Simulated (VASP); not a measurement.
# Fe (P6_3/mmc) in VASP: a series of runs

Aim: see how the results for Fe move with the level of theory and the settings. Levels: PBEsol, LDA. Tasks: single point.

Everything below comes from runs of VASP 6.6.1. Logs are shortened: lines on timing, memory, paths and dates and some standing lists are left out, and cuts for length are marked.

### Step 1. The cell of the first run

Symmetry: P6_3/mmc, No. 194, hexagonal system. Conventional cell: a = 2.434 Å, b = 2.434 Å, c = 3.842 Å, α = 90.00°, β = 90.00°, γ = 120.00°. Within 3.1 Å of Fe (site symmetry -6m2) lie 12 Fe at 2.38 to 2.43 Å.

This isn't the form of Fe at room conditions, which is bcc.

### Step 2. Single point, PBEsol, collinear spin, ferromagnetic start

File INCAR:

```
  PREC = Accurate
  ENCUT = 600
  EDIFF = 1E-6
  ISMEAR = -1
  SIGMA = 0.05
  LREAL = F
  LASPH = T
  NELM = 200
  ALGO = Normal
  ISIF = 2
  LWAVE = F
  LCHARG = F
  ISPIN = 2
  MAGMOM = 4.5 4.5
  LORBIT = 11
  NUPDOWN = 9.0
  LMAXMIX = 4
  GGA = PS
  NBANDS = 27
  GGA_COMPAT = F
```

File KPOINTS:

```
regular mesh
0
Gamma
  10 10 6
```

File POSCAR:

```
Fe
1.0
    2.4341575853      0.0000000000      0.0000000000
   -1.2170787927      2.1080423057      0.0000000000
    0.0000000000      0.0000000000      3.8419344700
Fe
2
Direct
    0.6666666667      0.3333333333      0.7500000000
    0.3333333333      0.6666666667      0.2500000000
```

Potentials or basis: VASP PAW PBE potentials, release 64 (Fe_sv).

Command:

```bash
cat potpaw_PBE.64/Fe_sv/POTCAR > POTCAR
mpirun -np 1 vasp_std > vasp.out
```

OUTCAR:

```text
PREC = Accurate
   ENCUT = 600
   EDIFF = 1E-6
   ISMEAR = -1
   LREAL = F
   LASPH = T
   NELM = 200
   ISIF = 2
   ISPIN = 2
   LORBIT = 11
   NUPDOWN = 9.0
   GGA = PS

 ion  position               nearest neighbor table
   1  0.667  0.333  0.750-   2 2.38   2 2.38   2 2.38   2 2.38   2 2.38   2 2.38
   2  0.333  0.667  0.250-   1 2.38   1 2.38   1 2.38   1 2.38   1 2.38   1 2.38

  LATTYP: Found a hexagonal cell.
 ALAT       =     2.4341575853
 C/A-ratio  =     1.5783425417

  Lattice vectors:

 A1 = (   2.4341575853,   0.0000000000,   0.0000000000)
 A2 = (  -1.2170787927,   2.1080423057,   0.0000000000)
 A3 = (   0.0000000000,   0.0000000000,   3.8419344700)

Analysis of symmetry for initial positions (statically):
=====================================================================
 Subroutine PRICEL returns:
 Original cell was already a primitive cell.

 Routine SETGRP: Setting up the symmetry group for a
 hexagonal supercell.

 Subroutine GETGRP returns: Found 24 space group operations
 (whereof 12 operations were pure point group operations)
 out of a pool of 24 trial point group operations.

The static configuration has the point symmetry D_3d.
 The point group associated with its full space group is D_6h.

Analysis of symmetry for dynamics (positions and initial velocities):
=====================================================================
 Subroutine PRICEL returns:
 Original cell was already a primitive cell.

 Routine SETGRP: Setting up the symmetry group for a
 hexagonal supercell.

 Subroutine GETGRP returns: Found 24 space group operations
 (whereof 12 operations were pure point group operations)
 out of a pool of 24 trial point group operations.

The dynamic configuration has the point symmetry D_3d.
 The point group associated with its full space group is D_6h.

Analysis of structural, dynamic, and magnetic symmetry:
=====================================================================
 Subroutine PRICEL returns:
 Original cell was already a primitive cell.

 Routine SETGRP: Setting up the symmetry group for a
 hexagonal supercell.

 Subroutine GETGRP returns: Found 24 space group operations
 (whereof 12 operations were pure point group operations)
 out of a pool of 24 trial point group operations.

The overall configuration has the point symmetry D_3d.
 The point group associated with its full space group is D_6h.

 Subroutine INISYM returns: Found 24 space group operations
 (whereof 12 operations are pure point group operations),
 and found     1 'primitive' translations

----------------------------------------------------------------------------------------

                                     Primitive cell

  volume of cell :      19.7141

  direct lattice vectors                    reciprocal lattice vectors
     2.434157585  0.000000000  0.000000000     0.410819746  0.237186891  0.000000000
    -1.217078793  2.108042306  0.000000000     0.000000000  0.474373781  0.000000000
     0.000000000  0.000000000  3.841934470     0.000000000  0.000000000  0.260285543

  length of vectors
     2.434157585  2.434157585  3.841934470     0.474373781  0.474373781  0.260285543

  position of ions in fractional coordinates (direct lattice)
     0.666666667  0.333333333  0.750000000
     0.333333333  0.666666667  0.250000000

  ion indices of the primitive-cell ions
   primitive index   ion index
                 1           1
                 2           2

----------------------------------------------------------------------------------------

 KPOINTS: regular mesh

Automatic generation of k-mesh.
 Grid dimensions read from file:
 generate k-points for:   10   10    6

 Generating k-lattice:

  Cartesian coordinates                     Fractional coordinates (reciprocal lattice)
     0.041081975  0.023718689  0.000000000     0.100000000  0.000000000  0.000000000
     0.000000000  0.047437378  0.000000000     0.000000000  0.100000000  0.000000000
     0.000000000  0.000000000  0.043380924     0.000000000  0.000000000  0.166666667

  Length of vectors
     0.047437378  0.047437378  0.043380924

  Shift w.r.t. Gamma in fractional coordinates (k-lattice)
     0.000000000  0.000000000  0.000000000

 Subroutine IBZKPT returns following result:
 ===========================================

 Found     56 irreducible k-points:

 Following reciprocal coordinates:
            Coordinates               Weight
  0.000000  0.000000  0.000000      1.000000
  0.100000 -0.000000  0.000000      6.000000
  0.200000 -0.000000  0.000000      6.000000
  0.300000  0.000000  0.000000      6.000000
  0.400000  0.000000  0.000000      6.000000
  0.500000  0.000000  0.000000      3.000000
[... 16 lines left out ...]
  0.300000  0.100000  0.166667     24.000000
  0.400000  0.100000  0.166667     24.000000
 [... further k-points ...]
   k-points           NKPTS =     56   k-points in BZ     NKDIM =     56   number of bands    NBANDS=     27
   number of dos      NEDOS =    301   number of ions     NIONS =      2
   total plane-waves  NPLWV =  12800
   dimension x,y,z NGX =    20 NGY =   20 NGZ =   32
   dimension x,y,z NGXF=    40 NGYF=   40 NGZF=   64
   ions per type =               2
   NGX,Y,Z   is equivalent  to a cutoff of  13.66, 13.66, 13.85 a.u.
   NGXF,Y,Z  is equivalent  to a cutoff of  27.32, 27.32, 27.69 a.u.
 SYSTEM =  unknown system
   PREC   = accura    normal or accurate (medium, high low for compatibility)
   ISTART =      0    job   : 0-new  1-cont  2-samecut
   ICHARG =      2    charge: 1-file 2-atom 10-const
   ISPIN  =      2    spin polarized calculation?
   LNONCOLLINEAR =      F non collinear calculations
   LSORBIT =      F    spin-orbit coupling
   LASPH  =      T    aspherical Exc in radial PAW
   ENCUT  =  600.0 eV  44.10 Ry    6.64 a.u.   4.86  4.86  7.67*2*pi/ulx,y,z
   NELM   =    200;   NELMIN=  2; NELMDL= -5     # of ELM steps
   EDIFF  = 0.1E-05   stopping-criterion for ELM
   LREAL  =      F    real-space projection
   EDIFFG = 0.1E-04   stopping-criterion for IOM
   NSW    =      0    number of steps for IOM
   IBRION =     -1    ionic relax: 0-MD 1-quasi-New 2-CG
   NFREE  =      0    steps in history (QN), initial steepest desc. (CG)
   ISIF   =      2    stress and relaxation
   ISYM   =      2    0-nonsym 1-usesym 2-fastsym
   POTIM  = 0.5000    time-step for ionic-motion
   TEBEG  =    0.0;   TEEND  =   0.0 temperature during run
   PSTRESS=    0.0 pullay stress
   NELECT =      32.0000    total number of electrons
   NUPDOWN=       9.0000    fix difference up-down
   EMIN   =  10.00;   EMAX   =-10.00  energy-range for DOS
   EFERMI =   0.00;   METHOD = LEGACY
   ISMEAR =    -1;   SIGMA  =   0.05  broadening in eV -4-tet -1-fermi 0-gaus
   EFERMI_NEDOS =   21; number of points for ismear=-14 and -15
   IALGO  =     38    algorithm
   IMIX   =      4    mixing-type and parameters
     AMIX     =   0.40;   BMIX     =  1.00
     AMIX_MAG =   1.60;   BMIX_MAG =  1.00
  volume/ion in A,a.u.               =       9.86        66.52
  Fermi-wavevector in a.u.,A,eV,Ry     =   1.923972  3.635781 50.364275  3.701670
  Thomas-Fermi vector in A             =   2.957694
   LORBIT       =     11    0 simple, 1 ext, 2 COOP (PROOUT), +10 PAW based schemes
   GGA     = PS    functional components
   LHFCALC =     F    Hartree Fock is set to
   AEXX    =    0.0000 exact exchange contribution
   IVDW    =     0    specifies the selected vdW correction
   LEPSILON=     F    determine dielectric tensor
   LRPA    =     F    only Hartree local field effects (RPA)
 spin polarized calculation
  energy-cutoff  :      600.00
  volume of cell :       19.71
 maximum number of plane-waves:       679
 NGX is ok and might be reduce to    20
   NGX =  9   NGY =  9   NGZ = 15

 number of electron      31.9999997 magnetization       8.9999999

 Free energy of the ion-electron system (eV)
  ---------------------------------------------------
  ext. energy  EPLUGINS =         0.00000000
  ---------------------------------------------------
  free energy    TOTEN  =        -7.41794877 eV

  energy without entropy =       -7.40344254  energy(sigma->0) =       -7.41069566

 E-fermi :  13.4224     XC(G=0): -14.7679

 val. band max:       23.5289657662   @ k =   0.3000   0.2000   0.3333
 cond. band min:      13.4531219588   @ k =   0.3000   0.1000   0.3333
 fundamental gap:    -10.0758438074
 Fermi energy:        23.6050054321

 spin component 1

 k-point     1 :       0.0000    0.0000    0.0000
  band No.  band energies     occupation
      1     -74.5217      1.00000
      2     -74.3681      1.00000
      3     -40.9915      1.00000
      4     -40.3836      1.00000
      5     -40.3836      1.00000
      6     -40.2778      1.00000
[... 19 lines left out ...]
     26      39.6498      0.00000
     27      40.7217      0.00000
[... 661 lines left out ...]
 k-point    24 :       0.4000    0.1000    0.1667
  band No.  band energies     occupation
      1     -74.3894      1.00000
      2     -74.3459      1.00000
      3     -40.8609      1.00000
      4     -40.7489      1.00000
      5     -40.6310      1.00000
      6     -40.5278      1.00000
[... 19 lines left out ...]
     26      34.0619      0.00000
     27      39.2277      0.00000

 [... further k-points ...]

 spin component 2

 k-point     1 :       0.0000    0.0000    0.0000
  band No.  band energies     occupation
      1     -70.1373      1.00000
      2     -69.9702      1.00000
      3     -36.7300      1.00000
      4     -36.0709      1.00000
      5     -36.0709      1.00000
      6     -35.9564      1.00000
[... 19 lines left out ...]
     26      42.2480      0.00000
     27      43.2626      0.00000
[... 661 lines left out ...]
 k-point    24 :       0.4000    0.1000    0.1667
  band No.  band energies     occupation
      1     -69.9929      1.00000
      2     -69.9455      1.00000
      3     -36.5982      1.00000
      4     -36.4751      1.00000
      5     -36.3344      1.00000
      6     -36.2291      1.00000
[... 19 lines left out ...]
     26      36.4260      0.00000
     27      41.4514      0.00000

 [... further k-points ...]
[... 5 lines left out ...]
  --------------------------------------------------------------------------------------
  -------------------------------------------------------------------------------------
  Total       21.5412199     21.5412199     22.6790155     -0.0000000      0.0000000      0.0000000
  in kB     1750.6644422   1750.6644422   1843.1335896     -0.0000000      0.0000000      0.0000000
  external PRESSURE =    1781.4874913 kB  Pullay stress =       0.0000000 kB

 VOLUME and BASIS-vectors are now :
 -----------------------------------------------------------------------------
  energy-cutoff  :      600.00
  volume of cell :       19.71
      direct lattice vectors                 reciprocal lattice vectors
     2.434157585  0.000000000  0.000000000     0.410819746  0.237186891  0.000000000
    -1.217078793  2.108042306  0.000000000     0.000000000  0.474373781  0.000000000
     0.000000000  0.000000000  3.841934470     0.000000000  0.000000000  0.260285543

 POSITION                                       TOTAL-FORCE (eV/Angst)
 -----------------------------------------------------------------------------------
      1.21708      0.70268      2.88145         0.000000      0.000000      0.000000
     -0.00000      1.40536      0.96048        -0.000000      0.000000      0.000000
 -----------------------------------------------------------------------------------
    total drift:                               -0.000000      0.000000     -0.000000

  FREE ENERGIE OF THE ION-ELECTRON SYSTEM (eV)
  ---------------------------------------------------
  free  energy   TOTEN  =        -7.4179487739 eV

  energy  without entropy=       -7.4034425420  energy(sigma->0) =       -7.41069566

 total charge

# of ion       s       p       d       tot
------------------------------------------
    1        2.276   6.130   5.334  13.739
    2        2.276   6.130   5.334  13.739
--------------------------------------------------
tot          4.551  12.260  10.668  27.478

 magnetization (x)

# of ion       s       p       d       tot
------------------------------------------
    1        0.068   0.121   3.578   3.767
    2        0.068   0.121   3.578   3.767
--------------------------------------------------
tot          0.136   0.242   7.156   7.534
```

Wall time 79 s (1 thread of Intel Xeon Platinum 8375C at 2.90GHz (Ice Lake), shared host); peak memory 0.17 GiB.

What came out:

```
Free energy                                           : -7.4179 eV
Pressure                                              : 178.1 GPa
Net moment                                            : 9.00 μB per cell
Site moments                                          : Fe +3.77 μB
Valence electrons inside the program's atomic spheres : Fe 13.74
```

Stress tensor (GPa, compression positive):
```
175.07   0.00   0.00
  0.00 175.07   0.00
  0.00   0.00 184.31
```

Caveat: the cell stands under pressure; the PAW data sets were made with another functional, which shifts forces and pressure a little; the total moment is fixed, so each spin has its own Fermi level.

### Step 3. Single point, LDA, collinear spin, ferromagnetic start

This run uses another cell than the first one, of 9.66 Å³/atom.

File INCAR:

```
SYSTEM = Fe
ALGO = Normal
EDIFF = 1E-7
ENCUT = 520
ISIF = 2
ISMEAR = -1
ISPIN = 2
LASPH = .True.
LCHARG = .False.
LMAXMIX = 4
LORBIT = 11
LREAL = .False.
LWAVE = .False.
MAGMOM = 3 3
NBANDS = 19
NELM = 150
PREC = Accurate
SIGMA = 0.05
```

File KPOINTS:

```
k-points
0
Gamma
  12 12 7
  0 0 0
```

File POSCAR:

```
Fe
1.0
    2.4178204650      0.0000000000      0.0000000000
   -1.2089102325      2.0938939445      0.0000000000
    0.0000000000      0.0000000000      3.8161488980
Fe
2
Direct
    0.6666666667      0.3333333333      0.7500000000
    0.3333333333      0.6666666667      0.2500000000
```

Potentials or basis: VASP PAW LDA potentials, release 64 (Fe).

Command:

```bash
cat potpaw_LDA.64/Fe/POTCAR > POTCAR
mpirun -np 1 vasp_std > vasp.out
```

Wall time 40 s (1 thread of Intel Xeon Platinum 8488C (Sapphire Rapids), shared host); peak memory 0.15 GiB.

Results (log left out):

```yaml
Free_energy: -18.8333 eV
Pressure: -4.4 GPa
Band_gap_on_the_k_mesh: zero (filled and empty bands overlap)
Net_moment: 0.00 μB per cell
Valence_electrons_inside_the_program's_atomic_spheres: Fe 7.66
```

Stress tensor (GPa, compression positive):
```
-4.83  0.00  0.00
 0.00 -4.83  0.00
 0.00  0.00 -3.50
```

Levels at points of the mesh, in eV from the Fermi level:
Spin up:
| k point | band 5 | band 6 | band 7 | band 8 | band 9 | band 10 | band 11 | band 12 |
| --- | --- | --- | --- | --- | --- | --- | --- | --- |
| (0.00, 0.00, 0.00) | -1.68 | -1.32 | -1.32 | -0.95 | -0.95 | 0.63 | 0.75 | 0.75 |
| (0.50, 0.00, 0.00) | -2.16 | -1.65 | -1.17 | 0.86 | 1.11 | 1.16 | 2.87 | 5.14 |
Spin down:
| k point | band 5 | band 6 | band 7 | band 8 | band 9 | band 10 | band 11 | band 12 |
| --- | --- | --- | --- | --- | --- | --- | --- | --- |
| (0.00, 0.00, 0.00) | -1.68 | -1.32 | -1.32 | -0.95 | -0.95 | 0.63 | 0.75 | 0.75 |
| (0.50, 0.00, 0.00) | -2.16 | -1.65 | -1.17 | 0.86 | 1.11 | 1.16 | 2.87 | 5.14 |

Caveat: the cell stands under tension.
